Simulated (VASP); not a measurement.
Ni:

```
CELL_PARAMETERS angstrom
0.00000 1.76194 1.76194
1.76194 0.00000 1.76194
1.76194 1.76194 0.00000
ATOMIC_POSITIONS crystal
Ni 0.00000 0.00000 0.00000
```

```yaml
Program: VASP 6.6.1
Task: relaxation of cell and atoms
Functional: RPBE
Potentials_or_basis: VASP PAW PBE potentials, release 64 (Ni)
Cutoff: 600 eV
k_mesh: 15 × 15 × 15
Occupations: fermi-dirac, width 0.05 eV
Spin: collinear spin, ferromagnetic start
Starting_moments: "[0.8] μB"
```

At the start: pressure 4.8 GPa; volume 10.94 Å³/atom.

Question: How do energy, volume and symmetry change on relaxing?

Answer: Over 3 steps the energy falls by 4.1 meV/atom and the volume is 11.22 Å³/atom (+2.6 %); space group Fm-3m (No. 225, to 0.05 Å); moment 0.65 μB per cell.

Step by step:
| step | energy change (eV) | largest force (eV/Å) | pressure (GPa) | volume (Å³) |
| --- | --- | --- | --- | --- |
| 1 | 0.0000 | 0.0000 | 4.84 | 10.94 |
| 2 | -0.0012 | 0.0000 | -3.65 | 11.47 |
| 3 | -0.0041 | 0.0000 | 0.02 | 11.22 |

Final structure:
```
CELL_PARAMETERS angstrom
0.00000 1.77701 1.77701
1.77701 0.00000 1.77701
1.77701 1.77701 0.00000
ATOMIC_POSITIONS crystal
Ni 0.00000 0.00000 0.00000
```

Caveat: the PAW data sets were made with another functional, which shifts forces and pressure a little.
